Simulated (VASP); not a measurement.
# CsPbI2Br (P4/mmm) in VASP: further runs, part 2 of 2

VASP 6.6.1. Earlier steps stand in the parts before.

**5. Single point, PBEsol (strain +0.050 along x and y, -0.050 along z)**

Contents of INCAR:

```
SYSTEM = CsPbI2Br
ALGO = Normal
EDIFF = 1E-6
ENCUT = 520
GGA = PS
ISIF = 2
ISMEAR = 0
LASPH = .True.
LCHARG = .False.
LREAL = .False.
LWAVE = .False.
NBANDS = 30
NELM = 100
PREC = Accurate
SIGMA = 0.05
```

Contents of KPOINTS:

```
k-points
0
Gamma
  4 4 6
  0 0 0
```

Contents of POSCAR:

```
CsPbI2Br
1.0
    6.6940608000      0.0000000000      0.0000000000
    0.0000000000      6.6940608000      0.0000000000
    0.0000000000      0.0000000000      5.6641090000
Cs Pb I Br
1 1 2 1
Direct
    0.5000000000      0.5000000000      0.5000000000
    0.0000000000      0.0000000000      0.0000000000
    0.0000000000      0.5000000000      0.0000000000
    0.5000000000      0.0000000000      0.0000000000
    0.0000000000      0.0000000000      0.5000000000
```

Potentials or basis: VASP PAW PBE potentials, release 64 (Cs_sv, Pb_d, I, Br).

Command:

```console
$ cat potpaw_PBE.64/Cs_sv/POTCAR potpaw_PBE.64/Pb_d/POTCAR potpaw_PBE.64/I/POTCAR potpaw_PBE.64/Br/POTCAR > POTCAR
$ mpirun -np 1 vasp_std > vasp.out
```

OUTCAR:

```text
SYSTEM = CsPbI2Br
   EDIFF = 1E-6
   ENCUT = 520
   GGA = PS
   ISIF = 2
   ISMEAR = 0
   LASPH = .True.
   LREAL = .False.
   NELM = 100
   PREC = Accurate

 ion  position               nearest neighbor table
   1  0.500  0.500  0.500-
   2  0.000  0.000  0.000-   5 2.83   5 2.83   3 3.35   4 3.35   3 3.35   4 3.35
   3  0.000  0.500  0.000-   2 3.35   2 3.35
   4  0.500  0.000  0.000-   2 3.35   2 3.35
   5  0.000  0.000  0.500-   2 2.83   2 2.83

  LATTYP: Found a simple tetragonal cell.
 ALAT       =     6.6940608000
 C/A-ratio  =     0.8461394614

  Lattice vectors:

 A1 = (   6.6940608000,   0.0000000000,   0.0000000000)
 A2 = (   0.0000000000,   6.6940608000,   0.0000000000)
 A3 = (   0.0000000000,   0.0000000000,   5.6641090000)

Analysis of symmetry for initial positions (statically):
=====================================================================
 Subroutine PRICEL returns:
 Original cell was already a primitive cell.

 Routine SETGRP: Setting up the symmetry group for a
 simple tetragonal supercell.

 Subroutine GETGRP returns: Found 16 space group operations
 (whereof 16 operations were pure point group operations)
 out of a pool of 16 trial point group operations.

The static configuration has the point symmetry D_4h.

Analysis of symmetry for dynamics (positions and initial velocities):
=====================================================================
 Subroutine PRICEL returns:
 Original cell was already a primitive cell.

 Routine SETGRP: Setting up the symmetry group for a
 simple tetragonal supercell.

 Subroutine GETGRP returns: Found 16 space group operations
 (whereof 16 operations were pure point group operations)
 out of a pool of 16 trial point group operations.

The dynamic configuration has the point symmetry D_4h.

 Subroutine INISYM returns: Found 16 space group operations
[... 119 lines left out ...]
   IALGO  =     38    algorithm
   IMIX   =      4    mixing-type and parameters
     AMIX     =   0.40;   BMIX     =  1.00
     AMIX_MAG =   1.60;   BMIX_MAG =  1.00
  volume/ion in A,a.u.               =      50.76       342.56
  Fermi-wavevector in a.u.,A,eV,Ry     =   0.912828  1.724994 11.337112  0.833254
  Thomas-Fermi vector in A             =   2.037269
   LORBIT       =      0    0 simple, 1 ext, 2 COOP (PROOUT), +10 PAW based schemes
   GGA     = PS    functional components
   LHFCALC =     F    Hartree Fock is set to
   AEXX    =    0.0000 exact exchange contribution
   IVDW    =     0    specifies the selected vdW correction
   LEPSILON=     F    determine dielectric tensor
   LRPA    =     F    only Hartree local field effects (RPA)
 non-spin polarized calculation
 Gauss-broadening in eV      SIGMA  =   0.05
  energy-cutoff  :      520.00
  volume of cell :      253.81
 maximum number of plane-waves:      6901
 NGX is ok and might be reduce to    50
   NGX = 25   NGY = 25   NGZ = 21

 number of electron      44.0000013 magnetization

 Free energy of the ion-electron system (eV)
  ---------------------------------------------------
  ext. energy  EPLUGINS =         0.00000000
  ---------------------------------------------------
  free energy    TOTEN  =       -15.34646744 eV

  energy without entropy =      -15.34646744  energy(sigma->0) =      -15.34646744

 E-fermi :   0.9868     XC(G=0):  -7.2826

 val. band max:        0.7791558034   @ k =   0.5000   0.5000   0.5000
 cond. band min:       2.0256237084   @ k =   0.5000   0.5000   0.5000
 fundamental gap:      1.2464679050
 Fermi energy:         0.9868228361

 k-point     1 :       0.0000    0.0000    0.0000
  band No.  band energies     occupation
      1     -20.5283      2.00000
      2     -15.9432      2.00000
      3     -15.8302      2.00000
      4     -15.8077      2.00000
      5     -15.7688      2.00000
      6     -15.7688      2.00000
[... 781 lines left out ...]
     29       5.8272      0.00000
     30       6.6039      0.00000

------------------------ aborting loop because EDIFF is reached ----------------------------------------

  FORCE on cell =-STRESS in cart. coord.  units (eV):
  Direction    XX          YY          ZZ          XY          YZ          ZX
  --------------------------------------------------------------------------------------
  -------------------------------------------------------------------------------------
  Total       -3.2339543     -3.2339543      1.5828109      0.0000000     -0.0000000      0.0000000
  in kB      -20.4142561    -20.4142561      9.9914546      0.0000000     -0.0000000      0.0000000
  external PRESSURE =     -10.2790192 kB  Pullay stress =       0.0000000 kB

 VOLUME and BASIS-vectors are now :
 -----------------------------------------------------------------------------
  energy-cutoff  :      520.00
  volume of cell :      253.81
      direct lattice vectors                 reciprocal lattice vectors
     6.694060800  0.000000000  0.000000000     0.149386154  0.000000000  0.000000000
     0.000000000  6.694060800  0.000000000     0.000000000  0.149386154  0.000000000
     0.000000000  0.000000000  5.664109000     0.000000000  0.000000000  0.176550275

 POSITION                                       TOTAL-FORCE (eV/Angst)
 -----------------------------------------------------------------------------------
      3.34703      3.34703      2.83205         0.000000      0.000000      0.000000
      0.00000      0.00000      0.00000         0.000000      0.000000      0.000000
      0.00000      3.34703      0.00000         0.000000      0.000000      0.000000
      3.34703      0.00000      0.00000         0.000000      0.000000      0.000000
      0.00000      0.00000      2.83205         0.000000      0.000000      0.000000
 -----------------------------------------------------------------------------------
    total drift:                                0.000000      0.000000     -0.000000

  FREE ENERGIE OF THE ION-ELECTRON SYSTEM (eV)
  ---------------------------------------------------
  free  energy   TOTEN  =       -15.3464674413 eV

  energy  without entropy=      -15.3464674413  energy(sigma->0) =      -15.34646744
```

Wall time 2.3 min (1 thread of Intel Xeon Platinum 8124M at 3.00GHz (Skylake/Cascade Lake), shared host); peak memory 0.45 GiB.

What came out:

```yaml
Free_energy: -15.3465 eV
Pressure: -1.0 GPa
Band_gap_on_the_k_mesh: 1.25 eV, direct
```

Stress tensor (GPa, compression positive):
```
-2.04  0.00  0.00
 0.00 -2.04  0.00
 0.00  0.00  1.00
```

Caveat: the cell differs from its parent crystal (strain +0.050 along x and y, -0.050 along z); the PAW data sets were made with another functional, which shifts forces and pressure a little; spin-orbit coupling is left out, which moves the levels of the heavy elements.

**6. Summary**

```csv
cell,gap on the mesh (eV),pressure (GPa)
"a = 6.694, b = 6.694, c = 5.962 Å, 5 atoms",1.56,-1.9
"a = 6.057, b = 6.057, c = 5.813 Å, 5 atoms",0.91,1.8
"a = 6.694, b = 6.694, c = 6.260 Å, 5 atoms",1.74,-2.3
"a = 6.694, b = 6.694, c = 5.664 Å, 5 atoms",1.25,-1.0
```

Alike in all rows: task single point; level PBEsol; potentials or basis VASP PAW PBE potentials, release 64 (Cs_sv, Pb_d, I, Br); no spin polarisation; k mesh 4 × 4 × 6; cutoff (eV) 520; smearing gaussian 0.05 eV.

Caveats: the PAW data sets were made with another functional, which shifts forces and pressure a little; spin-orbit coupling is left out, which moves the levels of the heavy elements.

Absolute energies hang on the potentials; compare differences alone.
